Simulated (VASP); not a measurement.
# SbAs (Stibarsen) in VASP: single point with LDA

Aim: the single point of SbAs (Stibarsen) with LDA.

Program: VASP 6.6.1. These are calculated values, not measurements. Logs are shortened: lines on timing, memory, paths and dates and some standing lists are left out, and cuts for length are marked.

## Step 1: The cell of the first run

The typed cell holds 2 atoms: a = 4.049 Å, b = 4.049 Å, c = 4.049 Å, α = 60.00°, β = 60.00°, γ = 60.00°.

## Step 2: Single point, LDA

Input file INCAR:

```
SYSTEM = SbAs
PREC = Accurate ; ENCUT = 520
EDIFF = 1E-6 ; ISMEAR = -1
SIGMA = 0.05 ; LREAL = .FALSE.
LASPH = .TRUE. ; NELM = 80
ALGO = Normal ; ISIF = 2
LWAVE = .FALSE. ; LCHARG = .TRUE.
LELF = .TRUE. ; LVHAR = .TRUE.
NBANDS = 12
```

Input file KPOINTS:

```
Automatic mesh
0
G
  12 12 12
  0 0 0
```

Input file POSCAR:

```
SbAs
1.0
    2.0244473092      1.1688151989      3.3062258431
   -2.0244473092      1.1688151989      3.3062258431
    0.0000000000     -2.3376303978      3.3062258431
Sb As
1 1
Direct
    0.5000000000      0.5000000000      0.5000000000
    0.0000000000      0.0000000000      0.0000000000
```

Potentials or basis: VASP PAW LDA potentials, release 64 (Sb, As).

Run with:

```
> cat potpaw_LDA.64/Sb/POTCAR potpaw_LDA.64/As/POTCAR > POTCAR
> mpirun -np 1 vasp_std > vasp.out
```

OUTCAR:

```text
SYSTEM = SbAs
   PREC = Accurate
   ENCUT = 520
   EDIFF = 1E-6
   ISMEAR = -1
   LREAL = .FALSE.
   LASPH = .TRUE.
   NELM = 80
   ISIF = 2

 ion  position               nearest neighbor table
   1  0.500  0.500  0.500-   2 2.86   2 2.86   2 2.86   2 2.86   2 2.86   2 2.86
   2  0.000  0.000  0.000-   1 2.86   1 2.86   1 2.86   1 2.86   1 2.86   1 2.86

  LATTYP: Found a trigonal (rhomboedric) cell.
 ALAT       =     4.0491536403
 COS(alpha) =     0.5000639674

  Lattice vectors:

 A1 = (   2.0244473092,   1.1688151989,   3.3062258431)
 A2 = (  -2.0244473092,   1.1688151989,   3.3062258431)
 A3 = (   0.0000000000,  -2.3376303978,   3.3062258431)

Analysis of symmetry for initial positions (statically):
=====================================================================
 Subroutine PRICEL returns:
 Original cell was already a primitive cell.

 Routine SETGRP: Setting up the symmetry group for a
 trigonal (rhombohedral) supercell.

 Subroutine GETGRP returns: Found 12 space group operations
 (whereof 12 operations were pure point group operations)
 out of a pool of 12 trial point group operations.

The static configuration has the point symmetry D_3d.

Analysis of symmetry for dynamics (positions and initial velocities):
=====================================================================
 Subroutine PRICEL returns:
 Original cell was already a primitive cell.

 Routine SETGRP: Setting up the symmetry group for a
 trigonal (rhombohedral) supercell.

 Subroutine GETGRP returns: Found 12 space group operations
 (whereof 12 operations were pure point group operations)
 out of a pool of 12 trial point group operations.

The dynamic configuration has the point symmetry D_3d.

 Subroutine INISYM returns: Found 12 space group operations
 (whereof 12 operations are pure point group operations),
 and found     1 'primitive' translations

----------------------------------------------------------------------------------------

                                     Primitive cell

  volume of cell :      46.9392

  direct lattice vectors                    reciprocal lattice vectors
     2.024447309  1.168815199  3.306225843     0.246980990  0.142594541  0.100819892
    -2.024447309  1.168815199  3.306225843    -0.246980990  0.142594541  0.100819892
     0.000000000 -2.337630398  3.306225843     0.000000000 -0.285189082  0.100819892

  length of vectors
     4.049153640  4.049153640  4.049153640     0.302485476  0.302485476  0.302485476

  position of ions in fractional coordinates (direct lattice)
     0.500000000  0.500000000  0.500000000
[... 83 lines left out ...]
   NFREE  =      0    steps in history (QN), initial steepest desc. (CG)
   ISIF   =      2    stress and relaxation
   ISYM   =      2    0-nonsym 1-usesym 2-fastsym
   POTIM  = 0.5000    time-step for ionic-motion
   TEBEG  =    0.0;   TEEND  =   0.0 temperature during run
   PSTRESS=    0.0 pullay stress
   NELECT =      10.0000    total number of electrons
   NUPDOWN=      -1.0000    fix difference up-down
   EMIN   =  10.00;   EMAX   =-10.00  energy-range for DOS
   EFERMI =   0.00;   METHOD = LEGACY
   ISMEAR =    -1;   SIGMA  =   0.05  broadening in eV -4-tet -1-fermi 0-gaus
   EFERMI_NEDOS =   21; number of points for ismear=-14 and -15
   IALGO  =     38    algorithm
   IMIX   =      4    mixing-type and parameters
     AMIX     =   0.40;   BMIX     =  1.00
     AMIX_MAG =   1.60;   BMIX_MAG =  1.00
  volume/ion in A,a.u.               =      23.47       158.38
  Fermi-wavevector in a.u.,A,eV,Ry     =   0.977754  1.847687 13.007201  0.956002
  Thomas-Fermi vector in A             =   2.108476
   LORBIT       =      0    0 simple, 1 ext, 2 COOP (PROOUT), +10 PAW based schemes
   GGA     = CA    functional components
   LHFCALC =     F    Hartree Fock is set to
   AEXX    =    0.0000 exact exchange contribution
   IVDW    =     0    specifies the selected vdW correction
   LEPSILON=     F    determine dielectric tensor
   LRPA    =     F    only Hartree local field effects (RPA)
 non-spin polarized calculation
  energy-cutoff  :      520.00
  volume of cell :       46.94
 maximum number of plane-waves:      1284
   NGX = 15   NGY = 15   NGZ = 15

 number of electron      10.0000000 magnetization

 number of electron       9.9999998 magnetization

 Free energy of the ion-electron system (eV)
  ---------------------------------------------------
  ext. energy  EPLUGINS =         0.00000000
  ---------------------------------------------------
  free energy    TOTEN  =       -10.15895421 eV

  energy without entropy =      -10.15110935  energy(sigma->0) =      -10.15503178

 E-fermi :   7.3085     XC(G=0): -10.3671

 val. band max:        7.2833840233   @ k =   0.3333   0.2500   0.2500
 cond. band min:       7.3272100213   @ k =  -0.2500   0.5000   0.2500
 fundamental gap:      0.0438259980
 Fermi energy:         7.3084708651

 k-point     1 :       0.0000    0.0000    0.0000
  band No.  band energies     occupation
      1      -6.7576      2.00000
      2       2.5913      2.00000
      3       5.4111      2.00000
      4       5.4124      2.00000
      5       5.4124      2.00000
      6      11.1251      0.00000
      7      11.1251      0.00000
      8      11.1255      0.00000
      9      12.5607      0.00000
     10      12.5622      0.00000
     11      12.5622      0.00000
     12      14.9791      0.00000
[... 331 lines left out ...]
 k-point    24 :      -0.4167    0.1667    0.0000
  band No.  band energies     occupation
      1      -4.0618      2.00000
      2      -2.7460      2.00000
      3       3.4330      2.00000
      4       5.1447      2.00000
      5       5.7799      2.00000
      6       8.4227      0.00000
      7       9.0632      0.00000
      8      11.1066      0.00000
      9      14.8187      0.00000
     10      15.5168      0.00000
     11      16.2052      0.00000
     12      19.4378      0.00000

 [... further k-points ...]
[... 5 lines left out ...]
  --------------------------------------------------------------------------------------
  -------------------------------------------------------------------------------------
  Total        0.0756869      0.0756869      0.0748270      0.0000000     -0.0000000      0.0000000
  in kB        2.5834197      2.5834197      2.5540711      0.0000000     -0.0000000      0.0000000
  external PRESSURE =       2.5736369 kB  Pullay stress =       0.0000000 kB

 VOLUME and BASIS-vectors are now :
 -----------------------------------------------------------------------------
  energy-cutoff  :      520.00
  volume of cell :       46.94
      direct lattice vectors                 reciprocal lattice vectors
     2.024447309  1.168815199  3.306225843     0.246980990  0.142594541  0.100819892
    -2.024447309  1.168815199  3.306225843    -0.246980990  0.142594541  0.100819892
     0.000000000 -2.337630398  3.306225843     0.000000000 -0.285189082  0.100819892

 POSITION                                       TOTAL-FORCE (eV/Angst)
 -----------------------------------------------------------------------------------
      0.00000      0.00000      4.95934        -0.000000      0.000000     -0.000000
      0.00000      0.00000      0.00000         0.000000     -0.000000      0.000000
 -----------------------------------------------------------------------------------
    total drift:                                0.000000      0.000000     -0.000000

  FREE ENERGIE OF THE ION-ELECTRON SYSTEM (eV)
  ---------------------------------------------------
  free  energy   TOTEN  =       -10.1589542120 eV

  energy  without entropy=      -10.1511093527  energy(sigma->0) =      -10.15503178
```

OSZICAR:

```text
N       E                     dE             d eps       ncg     rms          rms(c)
DAV:   1     0.247272599162E+02    0.24727E+02   -0.39336E+03  4536   0.688E+02
DAV:   2    -0.873171530012E+01   -0.33459E+02   -0.32298E+02  6364   0.107E+02
DAV:   3    -0.102323604918E+02   -0.15006E+01   -0.14841E+01  5568   0.219E+01
DAV:   4    -0.102430743390E+02   -0.10714E-01   -0.10713E-01  5316   0.229E+00
DAV:   5    -0.102431616179E+02   -0.87279E-04   -0.87278E-04  5552   0.227E-01    0.335E+00
DAV:   6    -0.101638787787E+02    0.79283E-01   -0.30065E-01  4980   0.176E+00    0.202E+00
DAV:   7    -0.101606762093E+02    0.32026E-02   -0.20968E-02  5488   0.737E-01    0.820E-01
DAV:   8    -0.101590297617E+02    0.16464E-02   -0.18419E-03  4848   0.201E-01    0.935E-02
DAV:   9    -0.101589525814E+02    0.77180E-04   -0.43122E-04  5240   0.915E-02    0.488E-02
DAV:  10    -0.101589540004E+02   -0.14189E-05   -0.20641E-05  5564   0.271E-02    0.166E-02
DAV:  11    -0.101589542120E+02   -0.21167E-06   -0.46515E-06  5200   0.886E-03
   1 F= -.10158954E+02 E0= -.10155032E+02  d E =-.784486E-02
```

stdout:

```text
POSCAR found type information on POSCAR SbAs
 POSCAR found :  2 types and       2 ions
 scaLAPACK will be used
 LDA part: xc-table for (Slater(with rela. corr.)+CA(PZ))
 , standard interpolation
 POSCAR, INCAR and KPOINTS ok, starting setup
 FFT: planning ... GRIDC
 FFT: planning ... GRID_SOFT
 FFT: planning ... GRID
 WAVECAR not read
 entering main loop
```

It took 46 s on 1 thread of AMD EPYC 9R45 (Zen 5), shared host; peak memory 0.21 GiB.

What came out:

- Free energy: -10.1590 eV
- Pressure: 0.3 GPa
- Band gap on the k mesh: zero (band 5 reaches 7.58 eV, above the bottom of band 6 at 7.00 eV)

Caveat: spin-orbit coupling is left out, which moves the levels of the heavy elements.
